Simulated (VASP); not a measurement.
# KAg4Sb2 (R-3m) in VASP: single point with PBEsol

Aim: the single point of KAg4Sb2 with PBEsol.

Program: VASP 6.6.1. These are calculated values, not measurements. Logs are shortened: lines on timing, memory, paths and dates and some standing lists are left out, and cuts for length are marked.

## (1) The cell of the first run

It takes space group R-3m (No. 166, trigonal). Conventional cell: a = 4.782 Å, b = 4.782 Å, c = 25.248 Å, α = 90.00°, β = 90.00°, γ = 120.00°. Within 4.5 Å of K (site symmetry -3m) lie 6 Sb at 3.40 Å and 8 Ag at 3.58 to 3.77 Å. Ag (site symmetry 3m) has 4 Sb at 2.84 to 3.19 Å and 9 Ag at 2.94 to 3.57 Å and 1 K at 3.58 Å within 3.7 Å. Within 3.8 Å of Ag (site symmetry 3m) lie 3 Sb at 2.82 Å and 7 Ag at 2.94 to 3.57 Å and 3 K at 3.77 Å. Sb (site symmetry 3m) has 7 Ag at 2.82 to 3.19 Å and 3 K at 3.40 Å within 3.7 Å.

## (2) Single point, PBEsol

The input, INCAR:

```
SYSTEM = KAg4Sb2
PREC = Accurate ; ENCUT = 520
EDIFF = 1E-7 ; ISMEAR = -1
SIGMA = 0.1 ; LREAL = .False.
LASPH = .True. ; NELM = 60
ALGO = Normal ; ISIF = 2
LWAVE = .False. ; LCHARG = .True.
GGA = PS ; LELF = .True.
LVHAR = .True. ; NBANDS = 40
```

The input, KPOINTS:

```
Automatic mesh
0
Gamma
  8 8 8
  0 0 0
```

The input, POSCAR:

```
KAg4Sb2
1.0
    4.7818210000      0.0000000000      0.0000000000
   -2.3909110000      4.1411820000      0.0000000000
    0.0000000000     -2.7607850000      8.4159010000
K Ag Sb
1 4 2
Direct
    0.0000000000      0.0000000000      0.0000000000
    0.1419300000      0.2838600000      0.4257900000
    0.8580700000      0.7161400000      0.5742100000
    0.4350200000      0.8700400000      0.3050600000
    0.5649800000      0.1299600000      0.6949400000
    0.2545700000      0.5091400000      0.7637100000
    0.7454300000      0.4908600000      0.2362900000
```

Potentials or basis: VASP PAW PBE potentials, release 64 (K_sv, Ag, Sb).

Run with:

```console
> cat potpaw_PBE.64/K_sv/POTCAR potpaw_PBE.64/Ag/POTCAR potpaw_PBE.64/Sb/POTCAR > POTCAR
> mpirun -np 1 vasp_std > vasp.out
```

OUTCAR:

```text
SYSTEM = KAg4Sb2
   PREC = Accurate
   ENCUT = 520
   EDIFF = 1E-7
   ISMEAR = -1
   LREAL = .False.
   LASPH = .True.
   NELM = 60
   ISIF = 2
   GGA = PS

 ion  position               nearest neighbor table
   1  0.000  0.000  0.000-   7 3.40   6 3.40   7 3.40   6 3.40   7 3.40   6 3.40   2 3.58   3 3.58

   2  0.142  0.284  0.426-   6 2.84   4 2.94   4 2.94   4 2.94   3 3.03   3 3.03   3 3.03   7 3.19
                             7 3.19   7 3.19   5 3.57   5 3.57   5 3.57   1 3.58
   3  0.858  0.716  0.574-   7 2.84   5 2.94   5 2.94   5 2.94   2 3.03   2 3.03   2 3.03   6 3.19
                             6 3.19   6 3.19   4 3.57   4 3.57   4 3.57   1 3.58
   4  0.435  0.870  0.305-   7 2.82   7 2.82   7 2.82   2 2.94   2 2.94   2 2.94   5 3.28   3 3.57
                             3 3.57   3 3.57
   5  0.565  0.130  0.695-   6 2.82   6 2.82   6 2.82   3 2.94   3 2.94   3 2.94   4 3.28   2 3.57
                             2 3.57   2 3.57
   6  0.255  0.509  0.764-   5 2.82   5 2.82   5 2.82   2 2.84   3 3.19   3 3.19   3 3.19   1 3.40
                             1 3.40   1 3.40
   7  0.745  0.491  0.236-   4 2.82   4 2.82   4 2.82   3 2.84   2 3.19   2 3.19   2 3.19   1 3.40
                             1 3.40   1 3.40

  LATTYP: Found a trigonal (rhomboedric) cell.
 ALAT       =     8.8571632552
 COS(alpha) =     0.8542636175

  Lattice vectors:

 A1 = (  -2.3909110000,   1.3803970000,   8.4159010000)
 A2 = (  -0.0000000000,  -2.7607850000,   8.4159010000)
 A3 = (   2.3909100000,   1.3803970000,   8.4159010000)

Analysis of symmetry for initial positions (statically):
=====================================================================
 Subroutine PRICEL returns:
 Original cell was already a primitive cell.

 Routine SETGRP: Setting up the symmetry group for a
 trigonal (rhombohedral) supercell.

 Subroutine GETGRP returns: Found 12 space group operations
 (whereof 12 operations were pure point group operations)
 out of a pool of 12 trial point group operations.

The static configuration has the point symmetry D_3d.

Analysis of symmetry for dynamics (positions and initial velocities):
=====================================================================
 Subroutine PRICEL returns:
 Original cell was already a primitive cell.

 Routine SETGRP: Setting up the symmetry group for a
 trigonal (rhombohedral) supercell.

 Subroutine GETGRP returns: Found 12 space group operations
 (whereof 12 operations were pure point group operations)
 out of a pool of 12 trial point group operations.

The dynamic configuration has the point symmetry D_3d.

 Subroutine INISYM returns: Found 12 space group operations
 (whereof 12 operations are pure point group operations),
 and found     1 'primitive' translations

----------------------------------------------------------------------------------------

                                     Primitive cell

  volume of cell :     166.6550

  direct lattice vectors                    reciprocal lattice vectors
     4.781821000  0.000000000  0.000000000     0.209125352  0.120738500  0.039607529
    -2.390911000  4.141182000  0.000000000     0.000000000  0.241476950  0.079215041
     0.000000000 -2.760785000  8.415901000     0.000000000  0.000000000  0.118822691

  length of vectors
     4.781821000  4.781824314  8.857162269     0.244703810  0.254138034  0.118822691

  position of ions in fractional coordinates (direct lattice)
     0.000000000  0.000000000  0.000000000
     0.141930000  0.283860000  0.425790000
     0.858070000  0.716140000  0.574210000
     0.435020000  0.870040000  0.305060000
     0.564980000  0.129960000  0.694940000
     0.254570000  0.509140000  0.763710000
     0.745430000  0.490860000  0.236290000

  ion indices of the primitive-cell ions
   primitive index   ion index
                 1           1
                 2           2
                 3           3
                 4           4
                 5           5
                 6           6
                 7           7

----------------------------------------------------------------------------------------

 KPOINTS: Automatic mesh

Automatic generation of k-mesh.
 Grid dimensions read from file:
 generate k-points for:    8    8    8

 Generating k-lattice:

  Cartesian coordinates                     Fractional coordinates (reciprocal lattice)
     0.026140669  0.015092313  0.004950941     0.125000000  0.000000000  0.000000000
     0.000000000  0.030184619  0.009901880     0.000000000  0.125000000  0.000000000
     0.000000000  0.000000000  0.014852836     0.000000000  0.000000000  0.125000000

  Length of vectors
     0.030587976  0.031767254  0.014852836

  Shift w.r.t. Gamma in fractional coordinates (k-lattice)
     0.000000000  0.000000000  0.000000000

 Subroutine IBZKPT returns following result:
 ===========================================

 Found     65 irreducible k-points:

 Following reciprocal coordinates:
            Coordinates               Weight
  0.000000  0.000000  0.000000      1.000000
  0.125000  0.000000  0.000000      6.000000
  0.250000  0.000000  0.000000      6.000000
  0.375000  0.000000  0.000000      6.000000
  0.500000  0.000000  0.000000      3.000000
  0.000000  0.125000  0.000000      6.000000
[... 16 lines left out ...]
  0.125000  0.000000  0.125000      6.000000
  0.250000  0.000000  0.125000      6.000000
 [... further k-points ...]
   k-points           NKPTS =     65   k-points in BZ     NKDIM =     65   number of bands    NBANDS=     40
   number of dos      NEDOS =    301   number of ions     NIONS =      7
   total plane-waves  NPLWV =  90720
   dimension x,y,z NGX =    36 NGY =   36 NGZ =   70
   dimension x,y,z NGXF=    72 NGYF=   72 NGZF=  140
   ions per type =               1   4   2
   NGX,Y,Z   is equivalent  to a cutoff of  12.52, 12.52, 13.14 a.u.
   NGXF,Y,Z  is equivalent  to a cutoff of  25.03, 25.03, 26.28 a.u.
 SYSTEM =  KAg4Sb2
   PREC   = accura    normal or accurate (medium, high low for compatibility)
   ISTART =      0    job   : 0-new  1-cont  2-samecut
   ICHARG =      2    charge: 1-file 2-atom 10-const
   ISPIN  =      1    spin polarized calculation?
   LNONCOLLINEAR =      F non collinear calculations
   LSORBIT =      F    spin-orbit coupling
   LASPH  =      T    aspherical Exc in radial PAW
   ENCUT  =  520.0 eV  38.22 Ry    6.18 a.u.   8.89  8.89 16.47*2*pi/ulx,y,z
   NELM   =     60;   NELMIN=  2; NELMDL= -5     # of ELM steps
   EDIFF  = 0.1E-06   stopping-criterion for ELM
   LREAL  =      F    real-space projection
   EDIFFG = 0.1E-05   stopping-criterion for IOM
   NSW    =      0    number of steps for IOM
   IBRION =     -1    ionic relax: 0-MD 1-quasi-New 2-CG
   NFREE  =      0    steps in history (QN), initial steepest desc. (CG)
   ISIF   =      2    stress and relaxation
   ISYM   =      2    0-nonsym 1-usesym 2-fastsym
   POTIM  = 0.5000    time-step for ionic-motion
   TEBEG  =    0.0;   TEEND  =   0.0 temperature during run
   PSTRESS=    0.0 pullay stress
   NELECT =      63.0000    total number of electrons
   NUPDOWN=      -1.0000    fix difference up-down
   EMIN   =  10.00;   EMAX   =-10.00  energy-range for DOS
   EFERMI =   0.00;   METHOD = LEGACY
   ISMEAR =    -1;   SIGMA  =   0.10  broadening in eV -4-tet -1-fermi 0-gaus
   EFERMI_NEDOS =   21; number of points for ismear=-14 and -15
   IALGO  =     38    algorithm
   IMIX   =      4    mixing-type and parameters
     AMIX     =   0.40;   BMIX     =  1.00
     AMIX_MAG =   1.60;   BMIX_MAG =  1.00
  volume/ion in A,a.u.               =      23.81       160.66
  Fermi-wavevector in a.u.,A,eV,Ry     =   1.183720  2.236906 19.064384  1.401193
  Thomas-Fermi vector in A             =   2.319949
   LORBIT       =      0    0 simple, 1 ext, 2 COOP (PROOUT), +10 PAW based schemes
   GGA     = PS    functional components
   LHFCALC =     F    Hartree Fock is set to
   AEXX    =    0.0000 exact exchange contribution
   IVDW    =     0    specifies the selected vdW correction
   LEPSILON=     F    determine dielectric tensor
   LRPA    =     F    only Hartree local field effects (RPA)
 non-spin polarized calculation
  energy-cutoff  :      520.00
  volume of cell :      166.65
 maximum number of plane-waves:      4511
   NGX = 17   NGY = 17   NGZ = 33

 number of electron      63.0000011 magnetization

 Free energy of the ion-electron system (eV)
  ---------------------------------------------------
  ext. energy  EPLUGINS =         0.00000000
  ---------------------------------------------------
  free energy    TOTEN  =       -24.15317974 eV

  energy without entropy =      -24.08084661  energy(sigma->0) =      -24.11701317

 E-fermi :   5.6229     XC(G=0): -10.3476

 val. band max:        5.6020304401   @ k =   0.0000  -0.3750   0.1250
 cond. band min:       5.7053579049   @ k =   0.1250   0.0000   0.1250
 fundamental gap:      0.1033274649
 Fermi energy:         5.6228693574

 k-point     1 :       0.0000    0.0000    0.0000
  band No.  band energies     occupation
      1     -24.2497      2.00000
      2      -7.9506      2.00000
      3      -7.8498      2.00000
      4      -7.8498      2.00000
      5      -4.3773      2.00000
      6      -3.7426      2.00000
[... 32 lines left out ...]
     39       9.7423      0.00000
     40      10.5649      0.00000

 k-point     2 :       0.1250    0.0000    0.0000
  band No.  band energies     occupation
      1     -24.2492      2.00000
      2      -7.9436      2.00000
      3      -7.8656      2.00000
      4      -7.8525      2.00000
      5      -4.2782      2.00000
      6      -3.7068      2.00000
[... 32 lines left out ...]
     39      10.1830      0.00000
     40      11.1542      0.00000

 k-point     3 :       0.2500    0.0000    0.0000
  band No.  band energies     occupation
      1     -24.2481      2.00000
      2      -7.9275      2.00000
      3      -7.9015      2.00000
      4      -7.8588      2.00000
      5      -4.0239      2.00000
      6      -3.6144      2.00000
[... 853 lines left out ...]
  band No.  band energies     occupation
      1     -24.2492      2.00000
      2      -7.9445      2.00000
      3      -7.8655      2.00000
      4      -7.8525      2.00000
      5      -4.2473      2.00000
      6      -3.7424      2.00000
[... 32 lines left out ...]
     39      10.2704      0.00000
     40      10.8754      0.00000

 k-point    24 :       0.2500    0.0000    0.1250
  band No.  band energies     occupation
      1     -24.2481      2.00000
      2      -7.9282      2.00000
      3      -7.9015      2.00000
      4      -7.8588      2.00000
      5      -3.9975      2.00000
      6      -3.6410      2.00000
[... 32 lines left out ...]
     39      10.9127      0.00000
     40      11.0770      0.00000

 [... further k-points ...]
[... 5 lines left out ...]
  --------------------------------------------------------------------------------------
  -------------------------------------------------------------------------------------
  Total       -4.1593585     -4.1593656     -0.3540392      0.0000005     -0.0000001      0.0000000
  in kB      -39.9869870    -39.9870553     -3.4036406      0.0000048     -0.0000012      0.0000001
  external PRESSURE =     -27.7925610 kB  Pullay stress =       0.0000000 kB

 VOLUME and BASIS-vectors are now :
 -----------------------------------------------------------------------------
  energy-cutoff  :      520.00
  volume of cell :      166.65
      direct lattice vectors                 reciprocal lattice vectors
     4.781821000  0.000000000  0.000000000     0.209125352  0.120738500  0.039607529
    -2.390911000  4.141182000  0.000000000     0.000000000  0.241476950  0.079215041
     0.000000000 -2.760785000  8.415901000     0.000000000  0.000000000  0.118822691

 POSITION                                       TOTAL-FORCE (eV/Angst)
 -----------------------------------------------------------------------------------
      0.00000      0.00000      0.00000         0.000000      0.000000     -0.000000
     -0.00000      0.00000      3.58341        -0.000000      0.000000      0.039768
      2.39091      1.38040      4.83249         0.000000     -0.000000     -0.039768
     -0.00000      2.76079      2.56735        -0.000000      0.000000      0.250650
      2.39091     -1.38039      5.84855         0.000000     -0.000000     -0.250650
     -0.00000      0.00000      6.42731         0.000000     -0.000000     -0.610768
      2.39091      1.38039      1.98859        -0.000000      0.000000      0.610768
 -----------------------------------------------------------------------------------
    total drift:                                0.000000     -0.000000     -0.000000

  FREE ENERGIE OF THE ION-ELECTRON SYSTEM (eV)
  ---------------------------------------------------
  free  energy   TOTEN  =       -24.1531797364 eV

  energy  without entropy=      -24.0808466117  energy(sigma->0) =      -24.11701317
```

Run time: 3.8 min. Hardware: 1 thread of Intel Xeon 6975P-C (Granite Rapids), shared host; peak memory 0.54 GiB.

What came out:

```
Free energy            : -24.1532 eV
Pressure               : -2.8 GPa
Largest force          : 0.611 eV/Å
Band gap on the k mesh : zero (an odd number of electrons rules out a gap without spin polarisation)
```

Forces in eV/Å, atoms in the order of the input:
```
K    0.000  0.000  0.000
Ag   0.000  0.000  0.040
Ag   0.000  0.000 -0.040
Ag   0.000  0.000  0.251
Ag   0.000  0.000 -0.251
Sb   0.000  0.000 -0.611
Sb   0.000  0.000  0.611
```

Stress tensor (GPa, compression positive):
```
-4.00  0.00  0.00
 0.00 -4.00  0.00
 0.00  0.00 -0.34
```

Caveat: the PAW data sets were made with another functional, which shifts forces and pressure a little; spin-orbit coupling is left out, which moves the levels of the heavy elements.

The gap in the log of VASP goes by the Fermi energy; the results here count the filled bands.